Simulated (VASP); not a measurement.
# Cu3O2 in VASP: notebook, part 2 of 2

VASP 6.6.1. The steps go on from the part before.

### 4 Single point, PBE, collinear spin, ferromagnetic start

This run uses another cell than the first one, of 14.16 Å³/atom, 1.114 times its volume.

Contents of INCAR:

```
  ALGO = Normal
  EDIFF = 1E-6
  ENCUT = 520
  GGA = PE
  ISIF = 2
  ISMEAR = 0
  ISPIN = 2
  LASPH = True
  LCHARG = True
  LELF = True
  LMAXMIX = 4
  LORBIT = 11
  LREAL = False
  LVHAR = True
  LWAVE = False
  MAGMOM = 1 1 1 0 0
  NBANDS = 34
  NELM = 150
  PREC = Accurate
  SIGMA = 0.1
```

Contents of KPOINTS:

```
k-points
0
Gamma
  6 6 6
```

Contents of POSCAR:

```
Cu3O2
1.0
    5.4372090382      0.0000000000      0.0000000000
   -2.7186045191      4.7087611527      0.0000000000
    0.0000000000      0.0000000000      2.7662992395
Cu O
3 2
Direct
    0.5000232942      0.0000000000      0.5000000000
    0.0000000000      0.5000232942      0.5000000000
    0.4999767058      0.4999767058      0.5000000000
    0.3333333333      0.6666666667      0.0000000000
    0.6666666667      0.3333333333      0.0000000000
```

Potentials or basis: VASP PAW PBE potentials, release 64 (Cu, O).

The run is started by

```bash
> cat potpaw_PBE.64/Cu/POTCAR potpaw_PBE.64/O/POTCAR > POTCAR
> mpirun -np 1 vasp_std > vasp.out
```

OUTCAR:

```text
EDIFF = 1E-6
   ENCUT = 520
   GGA = PE
   ISIF = 2
   ISMEAR = 0
   ISPIN = 2
   LASPH = True
   LORBIT = 11
   LREAL = False
   NELM = 150
   PREC = Accurate

 ion  position               nearest neighbor table
   1  0.500  0.000  0.500-   5 2.09   5 2.09   4 2.09   4 2.09   2 2.72   3 2.72   3 2.72   2 2.72

   2  0.000  0.500  0.500-   4 2.09   4 2.09   5 2.09   5 2.09   1 2.72   1 2.72   3 2.72   3 2.72

   3  0.500  0.500  0.500-   4 2.09   4 2.09   5 2.09   5 2.09   1 2.72   1 2.72   2 2.72   2 2.72

   4  0.333  0.667  0.000-   1 2.09   1 2.09   2 2.09   2 2.09   3 2.09   3 2.09
   5  0.667  0.333  0.000-   1 2.09   1 2.09   2 2.09   2 2.09   3 2.09   3 2.09

  LATTYP: Found a hexagonal cell.
 ALAT       =     5.4372090382
 C/A-ratio  =     0.5087719122

  Lattice vectors:

 A1 = (   5.4372090382,   0.0000000000,   0.0000000000)
 A2 = (  -2.7186045191,   4.7087611527,   0.0000000000)
 A3 = (   0.0000000000,   0.0000000000,   2.7662992395)

Analysis of symmetry for initial positions (statically):
=====================================================================
 Subroutine PRICEL returns:
 Original cell was already a primitive cell.

 Routine SETGRP: Setting up the symmetry group for a
 hexagonal supercell.

 Subroutine GETGRP returns: Found 12 space group operations
 (whereof 12 operations were pure point group operations)
 out of a pool of 24 trial point group operations.

The static configuration has the point symmetry D_3h.

Analysis of symmetry for dynamics (positions and initial velocities):
=====================================================================
 Subroutine PRICEL returns:
 Original cell was already a primitive cell.

 Routine SETGRP: Setting up the symmetry group for a
 hexagonal supercell.

 Subroutine GETGRP returns: Found 12 space group operations
 (whereof 12 operations were pure point group operations)
 out of a pool of 24 trial point group operations.

The dynamic configuration has the point symmetry D_3h.

Analysis of structural, dynamic, and magnetic symmetry:
=====================================================================
 Subroutine PRICEL returns:
 Original cell was already a primitive cell.

 Routine SETGRP: Setting up the symmetry group for a
 hexagonal supercell.

 Subroutine GETGRP returns: Found 12 space group operations
 (whereof 12 operations were pure point group operations)
 out of a pool of 24 trial point group operations.

The overall configuration has the point symmetry D_3h.

 Subroutine INISYM returns: Found 12 space group operations
 (whereof 12 operations are pure point group operations),
 and found     1 'primitive' translations

----------------------------------------------------------------------------------------

                                     Primitive cell

  volume of cell :      70.8242

  direct lattice vectors                    reciprocal lattice vectors
     5.437209038  0.000000000  0.000000000     0.183917887  0.106185042  0.000000000
    -2.718604519  4.708761153  0.000000000     0.000000000  0.212370084  0.000000000
     0.000000000  0.000000000  2.766299239     0.000000000  0.000000000  0.361493791

[... 82 lines left out ...]
   ICHARG =      2    charge: 1-file 2-atom 10-const
   ISPIN  =      2    spin polarized calculation?
   LNONCOLLINEAR =      F non collinear calculations
   LSORBIT =      F    spin-orbit coupling
   LASPH  =      T    aspherical Exc in radial PAW
   ENCUT  =  520.0 eV  38.22 Ry    6.18 a.u.  10.11 10.11  5.14*2*pi/ulx,y,z
   NELM   =    150;   NELMIN=  2; NELMDL= -5     # of ELM steps
   EDIFF  = 0.1E-05   stopping-criterion for ELM
   LREAL  =      F    real-space projection
[... 7 lines left out ...]
   TEBEG  =    0.0;   TEEND  =   0.0 temperature during run
   PSTRESS=    0.0 pullay stress
   NELECT =      45.0000    total number of electrons
   NUPDOWN=      -1.0000    fix difference up-down
   EMIN   =  10.00;   EMAX   =-10.00  energy-range for DOS
   EFERMI =   0.00;   METHOD = LEGACY
   ISMEAR =     0;   SIGMA  =   0.10  broadening in eV -4-tet -1-fermi 0-gaus
   EFERMI_NEDOS =   21; number of points for ismear=-14 and -15
   IALGO  =     38    algorithm
   IMIX   =      4    mixing-type and parameters
     AMIX     =   0.40;   BMIX     =  1.00
     AMIX_MAG =   1.60;   BMIX_MAG =  1.00
  volume/ion in A,a.u.               =      14.16        95.59
  Fermi-wavevector in a.u.,A,eV,Ry     =   1.407403  2.659605 26.950181  1.980782
  Thomas-Fermi vector in A             =   2.529665
   LORBIT       =     11    0 simple, 1 ext, 2 COOP (PROOUT), +10 PAW based schemes
   GGA     = PE    functional components
   LHFCALC =     F    Hartree Fock is set to
   AEXX    =    0.0000 exact exchange contribution
   IVDW    =     0    specifies the selected vdW correction
   LEPSILON=     F    determine dielectric tensor
   LRPA    =     F    only Hartree local field effects (RPA)
 spin polarized calculation
 Gauss-broadening in eV      SIGMA  =   0.10
  energy-cutoff  :      520.00
  volume of cell :       70.82
 maximum number of plane-waves:      1925
   NGX = 21   NGY = 21   NGZ = 11

 number of electron      45.0000005 magnetization       0.2333935

 Free energy of the ion-electron system (eV)
  ---------------------------------------------------
  ext. energy  EPLUGINS =         0.00000000
  ---------------------------------------------------
  free energy    TOTEN  =       -22.22786526 eV

  energy without entropy =      -22.21165235  energy(sigma->0) =      -22.21975881

 E-fermi :   3.7791     XC(G=0):  -9.9745

 val. band max:        3.7738708375   @ k =   0.1667  -0.0000   0.1667
 cond. band min:       3.7922725436   @ k =   0.1667   0.1667   0.3333
 fundamental gap:      0.0184017062
 Fermi energy:         3.7791053890

 spin component 1

 k-point     1 :       0.0000    0.0000    0.0000
  band No.  band energies     occupation
      1     -16.0184      1.00000
      2     -15.3532      1.00000
      3      -3.1404      1.00000
      4      -3.1404      1.00000
      5      -1.5912      1.00000
      6      -0.8537      1.00000
[... 877 lines left out ...]
     33      15.4064      0.00000
     34      16.0721      0.00000

 [... further k-points ...]

 spin component 2

 k-point     1 :       0.0000    0.0000    0.0000
  band No.  band energies     occupation
      1     -15.9606      1.00000
      2     -15.2904      1.00000
      3      -3.0978      1.00000
      4      -3.0978      1.00000
      5      -1.5191      1.00000
      6      -0.7939      1.00000
[... 877 lines left out ...]
     33      15.4089      0.00000
     34      16.0831      0.00000

 [... further k-points ...]

------------------------ aborting loop because EDIFF is reached ----------------------------------------

  FORCE on cell =-STRESS in cart. coord.  units (eV):
  Direction    XX          YY          ZZ          XY          YZ          ZX
  --------------------------------------------------------------------------------------
  -------------------------------------------------------------------------------------
  Total        0.0908095      0.0908095      0.1264354      0.0000000     -0.0000000      0.0000000
  in kB        2.0542809      2.0542809      2.8602064      0.0000000     -0.0000000      0.0000000
  external PRESSURE =       2.3229227 kB  Pullay stress =       0.0000000 kB

 VOLUME and BASIS-vectors are now :
 -----------------------------------------------------------------------------
  energy-cutoff  :      520.00
  volume of cell :       70.82
      direct lattice vectors                 reciprocal lattice vectors
     5.437209038  0.000000000  0.000000000     0.183917887  0.106185042  0.000000000
    -2.718604519  4.708761153  0.000000000     0.000000000  0.212370084  0.000000000
     0.000000000  0.000000000  2.766299239     0.000000000  0.000000000  0.361493791

 POSITION                                       TOTAL-FORCE (eV/Angst)
 -----------------------------------------------------------------------------------
      2.71873      0.00000      1.38315        -0.000139      0.000000     -0.000000
     -1.35937      2.35449      1.38315         0.000069     -0.000120      0.000000
      1.35924      2.35427      1.38315         0.000069      0.000120      0.000000
     -0.00000      3.13917      0.00000         0.000000      0.000000     -0.000000
      2.71860      1.56959      0.00000         0.000000      0.000000     -0.000000
 -----------------------------------------------------------------------------------
    total drift:                               -0.000000     -0.000000     -0.000000

  FREE ENERGIE OF THE ION-ELECTRON SYSTEM (eV)
  ---------------------------------------------------
  free  energy   TOTEN  =       -22.2278652598 eV

  energy  without entropy=      -22.2116523544  energy(sigma->0) =      -22.21975881

 total charge

# of ion       s       p       d       tot
------------------------------------------
    1        0.328   0.272   9.253   9.852
    2        0.328   0.272   9.253   9.852
    3        0.328   0.272   9.253   9.852
    4        1.579   3.342   0.000   4.921
    5        1.579   3.342   0.000   4.921
--------------------------------------------------
tot          4.141   7.501  27.758  39.399

 magnetization (x)

# of ion       s       p       d       tot
------------------------------------------
    1       -0.001  -0.000   0.056   0.054
    2       -0.001  -0.000   0.056   0.054
    3       -0.001  -0.000   0.056   0.054
    4        0.001   0.035   0.000   0.036
    5        0.001   0.035   0.000   0.036
--------------------------------------------------
tot         -0.003   0.070   0.167   0.235
```

Run time: 2.6 min. Hardware: 1 thread of Intel Xeon 6975P-C, shared host; peak memory 0.27 GiB.

Results:

```
Free energy                                           : -22.2279 eV
Pressure                                              : 0.2 GPa
Net moment                                            : 0.23 μB per cell
Site moments                                          : Cu +0.05; O +0.04 μB
Valence electrons inside the program's atomic spheres : Cu 9.85; O 4.92
```

Caveat: the k points lie up to 0.38 Å⁻¹ apart. With open d or f shells a metallic result of PBE can be an artefact of self-interaction; +U or a hybrid may open a gap.

### 5 The runs side by side

| spin | cell | k mesh | gap on the mesh (eV) | pressure (GPa) | moment (μB) |
| --- | --- | --- | --- | --- | --- |
| collinear, ferromagnetic start | a = 4.653, b = 4.653, c = 3.391 Å, angles 90.0, 90.0, 120.0°, 5 atoms | 6 × 6 × 6 | none | 3.7 | 0.05 |
| off | a = 5.437, b = 5.437, c = 2.764 Å, angles 90.0, 90.0, 120.0°, 5 atoms | 12 × 12 × 14 | none | 0.3 | - |
| collinear, ferromagnetic start | a = 5.437, b = 5.437, c = 2.766 Å, angles 90.0, 90.0, 120.0°, 5 atoms | 6 × 6 × 6 | none | 0.2 | 0.23 |

Alike in all rows: task single point; level PBE; potentials or basis VASP PAW PBE potentials, release 64 (Cu, O); cutoff (eV) 520; smearing gaussian 0.1 eV.

Caveats: some runs use coarse meshes; an odd number of electrons without spin polarisation forces a metal (some runs); a magnetic or distorted state may lie lower (some runs).

Total energies depend on the potentials used, so only differences within one code and one set of settings carry meaning.
